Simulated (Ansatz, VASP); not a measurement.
**CuI in VASP and in Ansatz**

```
CELL_PARAMETERS angstrom
2.93401 2.93401 0.00000
-2.93401 2.93401 0.00000
0.00000 2.93401 2.93401
ATOMIC_POSITIONS crystal
Cu 0.75000 0.25000 0.50000
I 0.00000 0.00000 0.00000
```

Alike in both runs: task single point; functional PBEsol; k mesh 6 × 6 × 6; non-collinear spin, spin-orbit coupling.

|  | VASP | Ansatz |
| --- | --- | --- |
| version | VASP 6.6.1 | Ansatz 0.2.0 |
| potentials or method | VASP PAW PBE potentials, release 64 (Cu, I), cutoff 520 eV | all-electron LAPW |
| occupations | gaussian, width 0.01 eV | fixed |

```csv
,VASP,Ansatz,Ansatz less VASP
pressure (GPa),2.2,2.1,-0.17
net moment per atom (μB),0.00,0.00,0.000
```

VASP's potentials were made for PBE, not for PBEsol. Ansatz ran all-electron here, and VASP with PAW potentials.
